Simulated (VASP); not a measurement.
# W (P6_3/mmc) in VASP: single point with r2SCAN

Aim: the single point of W with r2SCAN.

Program: VASP 6.6.1. These are calculated values, not measurements. Logs are shortened: lines on timing, memory, paths and dates and some standing lists are left out, and cuts for length are marked.

**1. The cell of the first run**

It takes space group P6_3/mmc (No. 194, hexagonal). The conventional cell has a = 2.767 Å, b = 2.767 Å, c = 14.719 Å, α = 90.00°, β = 90.00°, γ = 120.00°. W (site symmetry -6m2) has 12 W at 2.77 to 2.93 Å within 3.6 Å. W (site symmetry 3m) has 12 W at 2.77 to 2.93 Å within 3.6 Å.

This isn't the form of W at room conditions, which is bcc.

**2. Single point, r2SCAN**

The input, POSCAR:

```
W
1.0
    2.7668851311      0.0000000000      0.0000000000
   -1.3834425656      2.3961928129      0.0000000000
    0.0000000000      0.0000000000     14.7186948879
W
6
Direct
    0.0000000000      0.0000000000      0.0000000000
    0.3333333333      0.6666666667      0.1669066630
    0.6666666667      0.3333333333      0.3330933370
    0.0000000000      0.0000000000      0.5000000000
    0.6666666667      0.3333333333      0.6669066630
    0.3333333333      0.6666666667      0.8330933370
```

The input, INCAR.step1:

```
SYSTEM = W
PREC     = Accurate       ! precision mode
ENCUT    = 550            ! plane-wave cutoff, eV
ISMEAR   = 0              ! smearing method
SIGMA    = 0.1            ! smearing width, eV
LREAL    = .FALSE.        ! projectors in reciprocal space
LASPH    = .TRUE.         ! aspherical terms in the spheres
NELM     = 120            ! most SCF steps
NBANDS   = 51             ! bands
GGA      = PE             ! functional
ALGO     = Normal         ! electronic algorithm
EDIFF    = 1E-5           ! SCF threshold, eV
LWAVE    = .TRUE.         ! write WAVECAR
LCHARG   = .FALSE.        ! write CHGCAR
GGA_COMPAT= .FALSE.
```

The input, INCAR.step2:

```
SYSTEM = W
PREC     = Accurate       ! precision mode
ENCUT    = 550            ! plane-wave cutoff, eV
EDIFF    = 1E-6           ! SCF threshold, eV
ISMEAR   = 0              ! smearing method
SIGMA    = 0.1            ! smearing width, eV
LREAL    = .FALSE.        ! projectors in reciprocal space
LASPH    = .TRUE.         ! aspherical terms in the spheres
NELM     = 120            ! most SCF steps
ALGO     = Normal         ! electronic algorithm
ISIF     = 2              ! what is computed and relaxed
LWAVE    = .FALSE.        ! write WAVECAR
LCHARG   = .FALSE.        ! write CHGCAR
METAGGA  = R2SCAN         ! meta-GGA
LMIXTAU  = .TRUE.       
NBANDS   = 51             ! bands
ISTART   = 1            
GGA_COMPAT= .FALSE.
```

The input, KPOINTS:

```
Automatic mesh
0
G
  18 18 4
  0 0 0
```

Potentials or basis: VASP PAW PBE potentials, release 64 (W_sv).

Started as:

```sh
$ cat potpaw_PBE.64/W_sv/POTCAR > POTCAR
$ cp INCAR.step1 INCAR
$ mpirun -np 1 vasp_std > vasp.out
$ cp INCAR.step2 INCAR
$ mpirun -np 1 vasp_std > vasp.out
```

OUTCAR:

```text
SYSTEM = W
   PREC = Accurate
   ENCUT = 550
   EDIFF = 1E-6
   ISMEAR = 0
   LREAL = .FALSE.
   LASPH = .TRUE.
   NELM = 120
   ISIF = 2
   METAGGA = R2SCAN
   ISTART = 1

 ion  position               nearest neighbor table
   1  0.000  0.000  0.000-   2 2.93   6 2.93   2 2.93   6 2.93   2 2.93   6 2.93
   2  0.333  0.667  0.167-   3 2.92   3 2.92   3 2.92   1 2.93   1 2.93   1 2.93
   3  0.667  0.333  0.333-   2 2.92   2 2.92   2 2.92   4 2.93   4 2.93   4 2.93
   4  0.000  0.000  0.500-   3 2.93   5 2.93   3 2.93   5 2.93   3 2.93   5 2.93
   5  0.667  0.333  0.667-   6 2.92   6 2.92   6 2.92   4 2.93   4 2.93   4 2.93
   6  0.333  0.667  0.833-   5 2.92   5 2.92   5 2.92   1 2.93   1 2.93   1 2.93

  LATTYP: Found a hexagonal cell.
 ALAT       =     2.7668851311
 C/A-ratio  =     5.3195901494

  Lattice vectors:

 A1 = (   2.7668851311,   0.0000000000,   0.0000000000)
 A2 = (  -1.3834425656,   2.3961928129,   0.0000000000)
 A3 = (   0.0000000000,   0.0000000000,  14.7186948879)

Analysis of symmetry for initial positions (statically):
=====================================================================
 Subroutine PRICEL returns:
 Original cell was already a primitive cell.

 Routine SETGRP: Setting up the symmetry group for a
 hexagonal supercell.

 Subroutine GETGRP returns: Found 24 space group operations
 (whereof 12 operations were pure point group operations)
 out of a pool of 24 trial point group operations.

The static configuration has the point symmetry D_3h.
 The point group associated with its full space group is D_6h.

Analysis of symmetry for dynamics (positions and initial velocities):
=====================================================================
 Subroutine PRICEL returns:
 Original cell was already a primitive cell.

 Routine SETGRP: Setting up the symmetry group for a
 hexagonal supercell.

 Subroutine GETGRP returns: Found 24 space group operations
 (whereof 12 operations were pure point group operations)
 out of a pool of 24 trial point group operations.

The dynamic configuration has the point symmetry D_3h.
 The point group associated with its full space group is D_6h.

 Subroutine INISYM returns: Found 24 space group operations
 (whereof 12 operations are pure point group operations),
 and found     1 'primitive' translations

----------------------------------------------------------------------------------------

                                     Primitive cell

  volume of cell :      97.5848

  direct lattice vectors                    reciprocal lattice vectors
     2.766885131  0.000000000  0.000000000     0.361417245  0.208664343  0.000000000
    -1.383442566  2.396192813  0.000000000     0.000000000  0.417328687  0.000000000
     0.000000000  0.000000000 14.718694888     0.000000000  0.000000000  0.067940806

  length of vectors
     2.766885131  2.766885131 14.718694888     0.417328687  0.417328687  0.067940806

  position of ions in fractional coordinates (direct lattice)
     0.000000000  0.000000000  0.000000000
     0.333333333  0.666666667  0.166906663
     0.666666667  0.333333333  0.333093337
     0.000000000  0.000000000  0.500000000
     0.666666667  0.333333333  0.666906663
     0.333333333  0.666666667  0.833093337

  ion indices of the primitive-cell ions
   primitive index   ion index
                 1           1
                 2           2
                 3           3
                 4           4
                 5           5
                 6           6

----------------------------------------------------------------------------------------

 KPOINTS: Automatic mesh

Automatic generation of k-mesh.
 Grid dimensions read from file:
 generate k-points for:   18   18    4

 Generating k-lattice:

  Cartesian coordinates                     Fractional coordinates (reciprocal lattice)
     0.020078736  0.011592464  0.000000000     0.055555556  0.000000000  0.000000000
     0.000000000  0.023184927  0.000000000     0.000000000  0.055555556  0.000000000
     0.000000000  0.000000000  0.016985202     0.000000000  0.000000000  0.250000000

  Length of vectors
     0.023184927  0.023184927  0.016985202

  Shift w.r.t. Gamma in fractional coordinates (k-lattice)
     0.000000000  0.000000000  0.000000000

 Subroutine IBZKPT returns following result:
 ===========================================

 Found    111 irreducible k-points:

 Following reciprocal coordinates:
            Coordinates               Weight
  0.000000  0.000000  0.000000      1.000000
  0.055556  0.000000  0.000000      6.000000
  0.111111  0.000000  0.000000      6.000000
  0.166667  0.000000  0.000000      6.000000
  0.222222  0.000000  0.000000      6.000000
  0.277778  0.000000  0.000000      6.000000
[... 16 lines left out ...]
  0.333333  0.111111  0.000000     12.000000
  0.388889  0.111111  0.000000     12.000000
 [... further k-points ...]
   k-points           NKPTS =    111   k-points in BZ     NKDIM =    111   number of bands    NBANDS=     51
   number of dos      NEDOS =    301   number of ions     NIONS =      6
   total plane-waves  NPLWV =  69120
   dimension x,y,z NGX =    24 NGY =   24 NGZ =  120
   dimension x,y,z NGXF=    48 NGYF=   48 NGZF=  240
   ions per type =               6
   NGX,Y,Z   is equivalent  to a cutoff of  14.42, 14.42, 13.55 a.u.
   NGXF,Y,Z  is equivalent  to a cutoff of  28.84, 28.84, 27.11 a.u.
 SYSTEM =  W
   PREC   = accura    normal or accurate (medium, high low for compatibility)
   ISTART =      1    job   : 0-new  1-cont  2-samecut
   ICHARG =      0    charge: 1-file 2-atom 10-const
   ISPIN  =      1    spin polarized calculation?
   LNONCOLLINEAR =      F non collinear calculations
   LSORBIT =      F    spin-orbit coupling
   LASPH  =      T    aspherical Exc in radial PAW
   ENCUT  =  550.0 eV  40.42 Ry    6.36 a.u.   5.29  5.29 28.15*2*pi/ulx,y,z
   NELM   =    120;   NELMIN=  2; NELMDL=  0     # of ELM steps
   EDIFF  = 0.1E-05   stopping-criterion for ELM
   LREAL  =      F    real-space projection
   EDIFFG = 0.1E-04   stopping-criterion for IOM
   NSW    =      0    number of steps for IOM
   IBRION =     -1    ionic relax: 0-MD 1-quasi-New 2-CG
   NFREE  =      0    steps in history (QN), initial steepest desc. (CG)
   ISIF   =      2    stress and relaxation
   ISYM   =      2    0-nonsym 1-usesym 2-fastsym
   POTIM  = 0.5000    time-step for ionic-motion
   TEBEG  =    0.0;   TEEND  =   0.0 temperature during run
   PSTRESS=    0.0 pullay stress
   NELECT =      84.0000    total number of electrons
   NUPDOWN=      -1.0000    fix difference up-down
   EMIN   =  10.00;   EMAX   =-10.00  energy-range for DOS
   EFERMI =   0.00;   METHOD = LEGACY
   ISMEAR =     0;   SIGMA  =   0.10  broadening in eV -4-tet -1-fermi 0-gaus
   EFERMI_NEDOS =   21; number of points for ismear=-14 and -15
   IALGO  =     38    algorithm
   IMIX   =      4    mixing-type and parameters
     AMIX     =   0.40;   BMIX     =  1.00
     AMIX_MAG =   1.60;   BMIX_MAG =  1.00
  volume/ion in A,a.u.               =      16.26       109.76
  Fermi-wavevector in a.u.,A,eV,Ry     =   1.557306  2.942881 32.996862  2.425201
  Thomas-Fermi vector in A             =   2.660975
   LORBIT       =      0    0 simple, 1 ext, 2 COOP (PROOUT), +10 PAW based schemes
   METAGGA = R2SCAN    functional components
   LHFCALC =     F    Hartree Fock is set to
   AEXX    =    0.0000 exact exchange contribution
   IVDW    =     0    specifies the selected vdW correction
   LEPSILON=     F    determine dielectric tensor
   LRPA    =     F    only Hartree local field effects (RPA)
 non-spin polarized calculation
 Gauss-broadening in eV      SIGMA  =   0.10
  energy-cutoff  :      550.00
  volume of cell :       97.58
 maximum number of plane-waves:      2886
 NGX is ok and might be reduce to    24
   NGX = 11   NGY = 11   NGZ = 57

 number of electron      84.0000002 magnetization

 Free energy of the ion-electron system (eV)
  ---------------------------------------------------
  ext. energy  EPLUGINS =         0.00000000
  ---------------------------------------------------
  free energy    TOTEN  =      -304.88306776 eV

  energy without entropy =     -304.85745113  energy(sigma->0) =     -304.87025945

 E-fermi :  10.5907     XC(G=0): -14.7749

 val. band max:       10.5785885537   @ k =   0.3333   0.1111   0.5000
 cond. band min:      10.5958274124   @ k =   0.3889   0.1111   0.5000
 fundamental gap:      0.0172388587
 Fermi energy:        10.5907434060

 k-point     1 :       0.0000    0.0000    0.0000
  band No.  band energies     occupation
      1     -65.1365      2.00000
      2     -65.1251      2.00000
      3     -65.0997      2.00000
      4     -65.0751      2.00000
      5     -65.0553      2.00000
      6     -65.0422      2.00000
[... 43 lines left out ...]
     50      13.1955      0.00000
     51      13.3445      0.00000

 k-point     2 :       0.0556    0.0000    0.0000
  band No.  band energies     occupation
      1     -65.1325      2.00000
      2     -65.1213      2.00000
      3     -65.0959      2.00000
      4     -65.0718      2.00000
      5     -65.0521      2.00000
      6     -65.0392      2.00000
[... 43 lines left out ...]
     50      12.9743      0.00000
     51      13.3370      0.00000

 k-point     3 :       0.1111    0.0000    0.0000
  band No.  band energies     occupation
      1     -65.1209      2.00000
      2     -65.1104      2.00000
      3     -65.0848      2.00000
      4     -65.0623      2.00000
      5     -65.0428      2.00000
      6     -65.0307      2.00000
[... 43 lines left out ...]
     50      12.5987      0.00000
     51      13.1757      0.00000
[... 1027 lines left out ...]
 k-point    23 :       0.3333    0.1111    0.0000
  band No.  band energies     occupation
      1     -65.0096      2.00000
      2     -65.0076      2.00000
      3     -64.9789      2.00000
      4     -64.9736      2.00000
      5     -64.9601      2.00000
      6     -64.9566      2.00000
[... 43 lines left out ...]
     50      14.1196      0.00000
     51      14.9249      0.00000

 k-point    24 :       0.3889    0.1111    0.0000
  band No.  band energies     occupation
      1     -64.9977      2.00000
      2     -64.9967      2.00000
      3     -64.9671      2.00000
      4     -64.9639      2.00000
      5     -64.9525      2.00000
      6     -64.9503      2.00000
[... 43 lines left out ...]
     50      14.7199      0.00000
     51      15.0065      0.00000

 [... further k-points ...]

------------------------ aborting loop because EDIFF is reached ----------------------------------------

  FORCE on cell =-STRESS in cart. coord.  units (eV):
  Direction    XX          YY          ZZ          XY          YZ          ZX
  --------------------------------------------------------------------------------------
  -------------------------------------------------------------------------------------
  Total        0.6990558      0.6990558      0.6786506     -0.0000000      0.0000000      0.0000000
  in kB       11.4773136     11.4773136     11.1422946     -0.0000000      0.0000000      0.0000000
  external PRESSURE =      11.3656406 kB  Pullay stress =       0.0000000 kB

 VOLUME and BASIS-vectors are now :
 -----------------------------------------------------------------------------
  energy-cutoff  :      550.00
  volume of cell :       97.58
      direct lattice vectors                 reciprocal lattice vectors
     2.766885131  0.000000000  0.000000000     0.361417245  0.208664343  0.000000000
    -1.383442566  2.396192813  0.000000000     0.000000000  0.417328687  0.000000000
     0.000000000  0.000000000 14.718694888     0.000000000  0.000000000  0.067940806

 POSITION                                       TOTAL-FORCE (eV/Angst)
 -----------------------------------------------------------------------------------
      0.00000      0.00000      0.00000         0.000000     -0.000000      0.000000
     -0.00000      1.59746      2.45665        -0.000000      0.000000     -0.004320
      1.38344      0.79873      4.90270         0.000000     -0.000000      0.004320
      0.00000      0.00000      7.35935         0.000000     -0.000000      0.000000
      1.38344      0.79873      9.81600         0.000000     -0.000000     -0.004320
     -0.00000      1.59746     12.26205        -0.000000      0.000000      0.004320
 -----------------------------------------------------------------------------------
    total drift:                                0.000000     -0.000000     -0.000000

  FREE ENERGIE OF THE ION-ELECTRON SYSTEM (eV)
  ---------------------------------------------------
  free  energy   TOTEN  =      -304.8830677650 eV

  energy  without entropy=     -304.8574511275  energy(sigma->0) =     -304.87025945
```

Run time: 20 min. Hardware: 1 thread of Intel Xeon 6975P-C (Granite Rapids), shared host; peak memory 0.54 GiB.

Results:

| Property | Result |
| --- | --- |
| Free energy | -304.8831 eV |
| Pressure | 1.1 GPa |
| Largest force | 0.004 eV/Å |
| Band gap on the k mesh | zero (bands 42 and 43 overlap by 1.38 eV) |

Forces in eV/Å, atoms in the order of the input:
```
W    0.000  0.000  0.000
W    0.000  0.000 -0.004
W    0.000  0.000  0.004
W    0.000  0.000  0.000
W    0.000  0.000 -0.004
W    0.000  0.000  0.004
```

Levels at points of the mesh, in eV from the Fermi level:
```tsv
k point	band 40	band 41	band 42	band 43	band 44	band 45
(0.00, 0.00, 0.00)	-0.45	-0.36	-0.36	-0.30	-0.30	-0.09
(0.50, 0.00, 0.00)	0.33	0.57	0.77	0.80	1.01	1.90
(0.00, 0.00, 0.50)	-0.55	-0.27	-0.27	-0.27	-0.27	-0.10
(0.50, 0.00, 0.50)	-0.20	0.11	0.11	1.85	1.85	1.91
```

Caveat: the PAW data sets were made with another functional, which shifts forces and pressure a little; spin-orbit coupling is left out, which moves the levels of the heavy elements.
